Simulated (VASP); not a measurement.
Write the native input for VASP 6.6.1 that does the following.

```yaml
Task: relaxation of cell and atoms
Functional: PBE
Potentials_or_basis: VASP PAW PBE potentials, release 64 (Be, S)
Cutoff: 600 eV
k_mesh: 5 × 5 × 4
Occupations: gaussian, width 0.2 eV
Spin: no spin polarisation
Dipole_correction: no
Further_INCAR_settings: ALGO = Normal; EDIFF = 1e-06; IBRION = 2; EDIFFG = -0.08; NSW = 36; ISIF = 3
```

The structure of Be6S lies in POSCAR:

```
Be6S
1.0
    3.9500000000      0.0000000000      0.0000000000
   -1.9750000000      3.4208003400      0.0000000000
    0.0000000000      0.0000000000      4.7500000000
Be S
6 1
Direct
    0.6667000000      0.6667000000      0.3200000000
    0.3333000000      0.0000000000      0.3200000000
    0.0000000000      0.3333000000      0.3200000000
    0.6667000000      0.0000000000      0.6800000000
    0.0000000000      0.6667000000      0.6800000000
    0.3333000000      0.3333000000      0.6800000000
    0.0000000000      0.0000000000      0.0000000000
```

One way to write it, as run:

INCAR

```
ALGO = Normal ; EDIFF = 1E-6
EDIFFG = -0.08 ; ENCUT = 600
GGA = PE ; IBRION = 2
ISIF = 3 ; ISMEAR = 0
LASPH = True ; LCHARG = False
LREAL = False ; LWAVE = False
NELM = 80 ; NSW = 36
PREC = Accurate ; SIGMA = 0.2
```

KPOINTS

```
k-points
0
Gamma
  5 5 4
```

Potentials or basis: VASP PAW PBE potentials, release 64 (Be, S).

Command:

```console
$ cat potpaw_PBE.64/Be/POTCAR potpaw_PBE.64/S/POTCAR > POTCAR
$ mpirun -np 1 vasp_std > vasp.out
```

Results of the run:

* Relaxed volume: 10.32 Å³/atom
* Relaxed cell: a = 3.890 Å, b = 3.890 Å, c = 5.511 Å, α = 90.00°, β = 90.00°, γ = 120.00°
* Space group after relaxing (to 0.05 Å): P-31m (No. 162)
* Energy gained by relaxing: 167.0 meV/atom
* Ionic steps: 8
* Pressure after relaxing: 0.1 GPa
* Largest force after relaxing: 0.040 eV/Å
* Band gap on the k mesh: zero (band 9 reaches 5.71 eV, above the bottom of band 10 at 5.64 eV)

Caveat: the k points lie up to 0.37 Å⁻¹ apart in the final cell; the relaxation stopped at a loose force limit of 0.08 eV/Å, so its end isn't a converged minimum.

Wall time 50 s on 1 thread of Intel(R) Xeon(R) 6975P-C (Granite Rapids) (shared host), peak memory 0.19 GiB.
